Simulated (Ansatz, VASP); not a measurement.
One calculation of I, two programs

```xyz
2
Lattice="-3.1741 3.1741 2.0542 3.1741 -3.1741 2.0542 3.1741 3.1741 -2.0542" Properties=species:S:1:pos:R:3 pbc="T T T"
I     0.0000   -1.5871   -0.5135
I     0.0000    1.5871    0.5135
```

Change from the starting cell: volume scaled by 0.95, LAPW.

Alike in both runs: task single point; functional PBE; k mesh 12 × 12 × 12; occupations fermi-dirac, width 0.1 eV; no spin polarisation.

```csv
,VASP,Ansatz
version,VASP 6.6.1,Ansatz 0.2.0
potentials or method,"VASP PAW PBE potentials, release 64 (I), cutoff 520 eV","all-electron LAPW, scalar-relativistic"
```

|  | VASP | Ansatz | Ansatz less VASP |
| --- | --- | --- | --- |
| pressure (GPa) | 0.8 | 0.8 | +0.03 |

Ansatz ran all-electron here, and VASP with PAW potentials.

Neither program's run includes spin-orbit coupling.
